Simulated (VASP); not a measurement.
# H6C2SO2 (Cmcm) in VASP: single point with PBEsol

Aim: the single point of H6C2SO2 with PBEsol.

Everything below comes from runs of VASP 6.6.1. Logs are shortened: lines on timing, memory, paths and dates and some standing lists are left out, and cuts for length are marked.

### 1 The cell of the first run

The structure is orthorhombic, space group Cmcm (No. 63). Conventional cell: a = 7.230 Å, b = 7.819 Å, c = 7.669 Å, α = 90.00°, β = 90.00°, γ = 90.00°. Within 1.5 Å of H (site symmetry m) lie 1 C at 1.10 Å. H (site symmetry 1) has 1 C at 1.10 Å within 1.5 Å. C (site symmetry m) has 3 H at 1.10 Å within 1.5 Å. S (site symmetry m2m) has 2 O at 1.46 Å and 2 C at 1.76 Å within 1.9 Å. Within 1.9 Å of O (site symmetry m) lie 1 S at 1.46 Å.

### 2 Single point, PBEsol

INCAR

```
SYSTEM = H6C2SO2
PREC     = Accurate       ! precision mode
ENCUT    = 520            ! plane-wave cutoff, eV
EDIFF    = 1E-6           ! SCF threshold, eV
ISMEAR   = 0              ! smearing method
SIGMA    = 0.02           ! smearing width, eV
LREAL    = Auto         
LASPH    = .TRUE.         ! aspherical terms in the spheres
NELM     = 80             ! most SCF steps
ALGO     = Normal         ! electronic algorithm
ISIF     = 2              ! what is computed and relaxed
LWAVE    = .FALSE.        ! write WAVECAR
LCHARG   = .FALSE.        ! write CHGCAR
GGA      = PS             ! functional
NBANDS   = 49             ! bands
```

KPOINTS

```
regular mesh
0
G
  4 4 4
  0 0 0
```

POSCAR

```
H6C2SO2
1.0
    3.6150080472     -3.9092513768      0.0000000000
    3.6150080472      3.9092513768      0.0000000000
    0.0000000000      0.0000000000      7.6693253819
H C S O
12 4 2 4
Direct
    0.8010176453      0.1989823547      0.5483509148
    0.1989823547      0.8010176453      0.0483509148
    0.1989823547      0.8010176453      0.4516490852
    0.8010176453      0.1989823547      0.9516490852
    0.7668046438      0.4839176933      0.4233479477
    0.2331953562      0.5160823067      0.9233479477
    0.4839176933      0.7668046438      0.5766520523
    0.5160823067      0.2331953562      0.0766520523
    0.2331953562      0.5160823067      0.5766520523
    0.7668046438      0.4839176933      0.0766520523
    0.5160823067      0.2331953562      0.4233479477
    0.4839176933      0.7668046438      0.9233479477
    0.7209317829      0.2790682171      0.4302977024
    0.2790682171      0.7209317829      0.9302977024
    0.2790682171      0.7209317829      0.5697022976
    0.7209317829      0.2790682171      0.0697022976
    0.8604379438      0.1395620562      0.2500000000
    0.1395620562      0.8604379438      0.7500000000
    0.1307026055      0.2130771657      0.2500000000
    0.8692973945      0.7869228343      0.7500000000
    0.2130771657      0.1307026055      0.7500000000
    0.7869228343      0.8692973945      0.2500000000
```

Potentials or basis: VASP PAW PBE potentials, release 64 (H, C, S, O).

On the command line:

```console
$ cat potpaw_PBE.64/H/POTCAR potpaw_PBE.64/C/POTCAR potpaw_PBE.64/S/POTCAR potpaw_PBE.64/O/POTCAR > POTCAR
$ mpirun -np 1 vasp_std > vasp.out
```

OUTCAR:

```text
SYSTEM = H6C2SO2
   PREC = Accurate
   ENCUT = 520
   EDIFF = 1E-6
   ISMEAR = 0
   LREAL = Auto
   LASPH = .TRUE.
   NELM = 80
   ISIF = 2
   GGA = PS

 ion  position               nearest neighbor table
   1  0.801  0.199  0.548-  13 1.10
   2  0.199  0.801  0.048-  14 1.10
   3  0.199  0.801  0.452-  15 1.10
   4  0.801  0.199  0.952-  16 1.10
   5  0.767  0.484  0.423-  13 1.10
   6  0.233  0.516  0.923-  14 1.10
   7  0.484  0.767  0.577-  15 1.10
   8  0.516  0.233  0.077-  16 1.10
   9  0.233  0.516  0.577-  15 1.10
  10  0.767  0.484  0.077-  16 1.10
  11  0.516  0.233  0.423-  13 1.10
  12  0.484  0.767  0.923-  14 1.10
  13  0.721  0.279  0.430-   5 1.10  11 1.10   1 1.10  17 1.76
  14  0.279  0.721  0.930-   6 1.10  12 1.10   2 1.10  18 1.76
  15  0.279  0.721  0.570-   7 1.10   9 1.10   3 1.10  18 1.76
  16  0.721  0.279  0.070-   8 1.10  10 1.10   4 1.10  17 1.76
  17  0.860  0.140  0.250-  19 1.46  22 1.46  13 1.76  16 1.76
  18  0.140  0.860  0.750-  20 1.46  21 1.46  14 1.76  15 1.76
  19  0.131  0.213  0.250-  17 1.46
  20  0.869  0.787  0.750-  18 1.46
  21  0.213  0.131  0.750-  18 1.46
  22  0.787  0.869  0.250-  17 1.46

  LATTYP: Found a base centered orthorhombic cell.
 ALAT       =     7.2300160944
 B/A-ratio  =     1.0813949307
 C/A-ratio  =     1.0607618685

  Lattice vectors:

 A1 = (   3.6150080472,  -3.9092513768,   0.0000000000)
 A2 = (   3.6150080472,   3.9092513768,   0.0000000000)
 A3 = (   0.0000000000,   0.0000000000,   7.6693253819)

Analysis of symmetry for initial positions (statically):
=====================================================================
 Subroutine PRICEL returns:
 Original cell was already a primitive cell.

 Routine SETGRP: Setting up the symmetry group for a
 base centered orthorhombic supercell.

 Subroutine GETGRP returns: Found  8 space group operations
 (whereof  4 operations were pure point group operations)
 out of a pool of  8 trial point group operations.

The static configuration has the point symmetry C_2h.
 The point group associated with its full space group is D_2h.

Analysis of symmetry for dynamics (positions and initial velocities):
=====================================================================
 Subroutine PRICEL returns:
 Original cell was already a primitive cell.

 Routine SETGRP: Setting up the symmetry group for a
 base centered orthorhombic supercell.

 Subroutine GETGRP returns: Found  8 space group operations
 (whereof  4 operations were pure point group operations)
 out of a pool of  8 trial point group operations.

The dynamic configuration has the point symmetry C_2h.
 The point group associated with its full space group is D_2h.

 Subroutine INISYM returns: Found  8 space group operations
 (whereof  4 operations are pure point group operations),
 and found     1 'primitive' translations

----------------------------------------------------------------------------------------

                                     Primitive cell

  volume of cell :     216.7654

  direct lattice vectors                    reciprocal lattice vectors
     3.615008047 -3.909251377  0.000000000     0.138312279 -0.127901726  0.000000000
     3.615008047  3.909251377  0.000000000     0.138312279  0.127901726  0.000000000
     0.000000000  0.000000000  7.669325382     0.000000000  0.000000000  0.130389565

  length of vectors
     5.324521529  5.324521529  7.669325382     0.188385610  0.188385610  0.130389565

  position of ions in fractional coordinates (direct lattice)
     0.801017645  0.198982355  0.548350915
     0.198982355  0.801017645  0.048350915
     0.198982355  0.801017645  0.451649085
     0.801017645  0.198982355  0.951649085
     0.766804644  0.483917693  0.423347948
     0.233195356  0.516082307  0.923347948
[... 14 lines left out ...]
     0.213077166  0.130702605  0.750000000
     0.786922834  0.869297395  0.250000000

  ion indices of the primitive-cell ions
   primitive index   ion index
                 1           1
                 2           2
                 3           3
                 4           4
                 5           5
                 6           6
[... 14 lines left out ...]
                21          21
                22          22

----------------------------------------------------------------------------------------

 KPOINTS: regular mesh

Automatic generation of k-mesh.
 Grid dimensions read from file:
 generate k-points for:    4    4    4

 Generating k-lattice:

  Cartesian coordinates                     Fractional coordinates (reciprocal lattice)
     0.034578070 -0.031975432  0.000000000     0.250000000  0.000000000  0.000000000
     0.034578070  0.031975432  0.000000000     0.000000000  0.250000000  0.000000000
     0.000000000  0.000000000  0.032597391     0.000000000  0.000000000  0.250000000

  Length of vectors
     0.047096402  0.047096402  0.032597391

  Shift w.r.t. Gamma in fractional coordinates (k-lattice)
     0.000000000  0.000000000  0.000000000

 Subroutine IBZKPT returns following result:
 ===========================================

 Found     21 irreducible k-points:

 Following reciprocal coordinates:
            Coordinates               Weight
  0.000000  0.000000  0.000000      1.000000
  0.250000  0.000000  0.000000      4.000000
  0.500000  0.000000  0.000000      2.000000
  0.250000  0.250000  0.000000      2.000000
  0.500000  0.250000  0.000000      4.000000
 -0.250000  0.250000  0.000000      2.000000
[... 13 lines left out ...]
 -0.250000  0.250000  0.500000      2.000000
  0.500000  0.500000  0.500000      1.000000
   k-points           NKPTS =     21   k-points in BZ     NKDIM =     21   number of bands    NBANDS=     49
   number of dos      NEDOS =    301   number of ions     NIONS =     22
   total plane-waves  NPLWV =  96000
   dimension x,y,z NGX =    40 NGY =   40 NGZ =   60
   dimension x,y,z NGXF=    80 NGYF=   80 NGZF=  120
   ions per type =              12   4   2   4
   NGX,Y,Z   is equivalent  to a cutoff of  12.49, 12.49, 13.01 a.u.
   NGXF,Y,Z  is equivalent  to a cutoff of  24.98, 24.98, 26.01 a.u.
 SYSTEM =  H6C2SO2
   PREC   = accura    normal or accurate (medium, high low for compatibility)
   ISTART =      0    job   : 0-new  1-cont  2-samecut
   ICHARG =      2    charge: 1-file 2-atom 10-const
   ISPIN  =      1    spin polarized calculation?
   LNONCOLLINEAR =      F non collinear calculations
   LSORBIT =      F    spin-orbit coupling
   LASPH  =      T    aspherical Exc in radial PAW
   ENCUT  =  520.0 eV  38.22 Ry    6.18 a.u.   9.90  9.90 14.26*2*pi/ulx,y,z
   NELM   =     80;   NELMIN=  2; NELMDL= -5     # of ELM steps
   EDIFF  = 0.1E-05   stopping-criterion for ELM
   LREAL  =      T    real-space projection
   EDIFFG = 0.1E-04   stopping-criterion for IOM
   NSW    =      0    number of steps for IOM
   IBRION =     -1    ionic relax: 0-MD 1-quasi-New 2-CG
   NFREE  =      0    steps in history (QN), initial steepest desc. (CG)
   ISIF   =      2    stress and relaxation
   ISYM   =      2    0-nonsym 1-usesym 2-fastsym
   POTIM  = 0.5000    time-step for ionic-motion
   TEBEG  =    0.0;   TEEND  =   0.0 temperature during run
   PSTRESS=    0.0 pullay stress
   NELECT =      64.0000    total number of electrons
   NUPDOWN=      -1.0000    fix difference up-down
   EMIN   =  10.00;   EMAX   =-10.00  energy-range for DOS
   EFERMI =   0.00;   METHOD = LEGACY
   ISMEAR =     0;   SIGMA  =   0.02  broadening in eV -4-tet -1-fermi 0-gaus
   EFERMI_NEDOS =   21; number of points for ismear=-14 and -15
   IALGO  =     38    algorithm
   IMIX   =      4    mixing-type and parameters
     AMIX     =   0.40;   BMIX     =  1.00
     AMIX_MAG =   1.60;   BMIX_MAG =  1.00
  volume/ion in A,a.u.               =       9.85        66.49
  Fermi-wavevector in a.u.,A,eV,Ry     =   1.090113  2.060015 16.168431  1.188346
  Thomas-Fermi vector in A             =   2.226330
   LORBIT       =      0    0 simple, 1 ext, 2 COOP (PROOUT), +10 PAW based schemes
   GGA     = PS    functional components
   LHFCALC =     F    Hartree Fock is set to
   AEXX    =    0.0000 exact exchange contribution
   IVDW    =     0    specifies the selected vdW correction
   LEPSILON=     F    determine dielectric tensor
   LRPA    =     F    only Hartree local field effects (RPA)
 non-spin polarized calculation
 Gauss-broadening in eV      SIGMA  =   0.02
  energy-cutoff  :      520.00
  volume of cell :      216.77
 maximum number of plane-waves:      5868
   NGX = 19   NGY = 19   NGZ = 29

 number of electron      64.0000014 magnetization

 Free energy of the ion-electron system (eV)
  ---------------------------------------------------
  ext. energy  EPLUGINS =         0.00000000
  ---------------------------------------------------
  free energy    TOTEN  =      -117.90647195 eV

  energy without entropy =     -117.90647195  energy(sigma->0) =     -117.90647195

 E-fermi :  -1.6147     XC(G=0):  -8.0619

 val. band max:       -1.7442498888   @ k =   0.0000   0.0000   0.0000
 cond. band min:       4.3891493684   @ k =   0.0000   0.0000   0.0000
 fundamental gap:      6.1333992572
 Fermi energy:        -1.6146578798

 k-point     1 :       0.0000    0.0000    0.0000
  band No.  band energies     occupation
      1     -22.7192      2.00000
      2     -22.6854      2.00000
      3     -19.8404      2.00000
      4     -19.8278      2.00000
      5     -14.5592      2.00000
      6     -14.5259      2.00000
[... 36 lines left out ...]
     43       7.5880      0.00000
     44       7.6791      0.00000

 k-point     2 :       0.2500    0.0000    0.0000
  band No.  band energies     occupation
      1     -22.7132      2.00000
      2     -22.6820      2.00000
      3     -19.8460      2.00000
      4     -19.8315      2.00000
      5     -14.6295      2.00000
      6     -14.5415      2.00000
[... 36 lines left out ...]
     43       7.6425      0.00000
     44       7.7351      0.00000

 k-point     3 :       0.5000    0.0000    0.0000
  band No.  band energies     occupation
      1     -22.7069      2.00000
      2     -22.6788      2.00000
      3     -19.8515      2.00000
      4     -19.8353      2.00000
      5     -14.6855      2.00000
      6     -14.5687      2.00000
[... 36 lines left out ...]
     43       7.7067      0.00000
     44       7.8416      0.00000

 k-point     4 :       0.2500    0.2500    0.0000
  band No.  band energies     occupation
      1     -22.7070      2.00000
      2     -22.6787      2.00000
      3     -19.8515      2.00000
      4     -19.8354      2.00000
      5     -14.6370      2.00000
      6     -14.6192      2.00000
[... 741 lines left out ...]
     43       7.5021      0.00000
     44       7.5021      0.00000

 k-point    20 :      -0.2500    0.2500    0.5000
  band No.  band energies     occupation
      1     -22.6931      2.00000
      2     -22.6931      2.00000
      3     -19.8427      2.00000
      4     -19.8427      2.00000
      5     -14.6302      2.00000
      6     -14.6302      2.00000
[... 36 lines left out ...]
     43       7.6664      0.00000
     44       7.6664      0.00000

 k-point    21 :       0.5000    0.5000    0.5000
  band No.  band energies     occupation
      1     -22.6839      2.00000
      2     -22.6839      2.00000
      3     -19.8513      2.00000
      4     -19.8513      2.00000
      5     -14.7107      2.00000
      6     -14.7107      2.00000
[... 36 lines left out ...]
     43       7.6697      0.00000
     44       7.6697      0.00000
 [bands above 44 left out]

------------------------ aborting loop because EDIFF is reached ----------------------------------------

  FORCE on cell =-STRESS in cart. coord.  units (eV):
  Direction    XX          YY          ZZ          XY          YZ          ZX
  --------------------------------------------------------------------------------------
  -------------------------------------------------------------------------------------
  Total       -0.6956888     -0.4439626     -0.2436628      0.0000000      0.0000000      0.0000000
  in kB       -5.1420412     -3.2814588     -1.8009839      0.0000000      0.0000000      0.0000000
  external PRESSURE =      -3.4081613 kB  Pullay stress =       0.0000000 kB

 VOLUME and BASIS-vectors are now :
 -----------------------------------------------------------------------------
  energy-cutoff  :      520.00
  volume of cell :      216.77
      direct lattice vectors                 reciprocal lattice vectors
     3.615008047 -3.909251377  0.000000000     0.138312279 -0.127901726  0.000000000
     3.615008047  3.909251377  0.000000000     0.138312279  0.127901726  0.000000000
     0.000000000  0.000000000  7.669325382     0.000000000  0.000000000  0.130389565

 POSITION                                       TOTAL-FORCE (eV/Angst)
 -----------------------------------------------------------------------------------
      3.61501     -2.35351      4.20548        -0.000000     -0.023785      0.023681
      3.61501      2.35351      0.37082        -0.000000      0.023785      0.023681
      3.61501      2.35351      3.46384        -0.000000      0.023785     -0.023681
      3.61501     -2.35351      7.29851        -0.000000     -0.023785     -0.023681
      4.52137     -1.10588      3.24679         0.029681      0.019101     -0.007278
      2.70864      1.10588      7.08146        -0.029681     -0.019101     -0.007278
[... 14 lines left out ...]
      1.24277     -0.32202      5.75199        -0.099546     -0.049011      0.000000
      5.98725      0.32202      1.91733         0.099546      0.049011      0.000000
 -----------------------------------------------------------------------------------
    total drift:                                0.000000      0.000000     -0.000000

  FREE ENERGIE OF THE ION-ELECTRON SYSTEM (eV)
  ---------------------------------------------------
  free  energy   TOTEN  =      -117.9064719520 eV

  energy  without entropy=     -117.9064719520  energy(sigma->0) =     -117.90647195
```

Run time: 2.3 min. Hardware: 1 thread of Intel Xeon 6975P-C (Granite Rapids), shared host; peak memory 0.38 GiB.

Results:

```
Free energy            : -117.9065 eV
Pressure               : -0.3 GPa
Largest force          : 0.111 eV/Å
Band gap on the k mesh : 6.13 eV
```

Forces on the atoms (eV/Å):
```
H    0.000 -0.024  0.024
H    0.000  0.024  0.024
H    0.000  0.024 -0.024
H    0.000 -0.024 -0.024
H    0.030  0.019 -0.007
H   -0.030 -0.019 -0.007
H    0.030 -0.019  0.007
H   -0.030  0.019  0.007
H   -0.030 -0.019  0.007
H    0.030  0.019  0.007
H   -0.030  0.019 -0.007
H    0.030 -0.019 -0.007
C    0.000 -0.014 -0.011
C    0.000  0.014 -0.011
C    0.000  0.014  0.011
C    0.000 -0.014  0.011
S    0.000 -0.094  0.000
S    0.000  0.094  0.000
O   -0.100  0.049  0.000
O    0.100 -0.049  0.000
O   -0.100 -0.049  0.000
O    0.100  0.049  0.000
```

Caveat: this functional lacks dispersion, which holds the molecules together, so the pressure and a relaxed volume are unreliable; the PAW data sets were made with another functional, which shifts forces and pressure a little. A k mesh can miss the band edges.
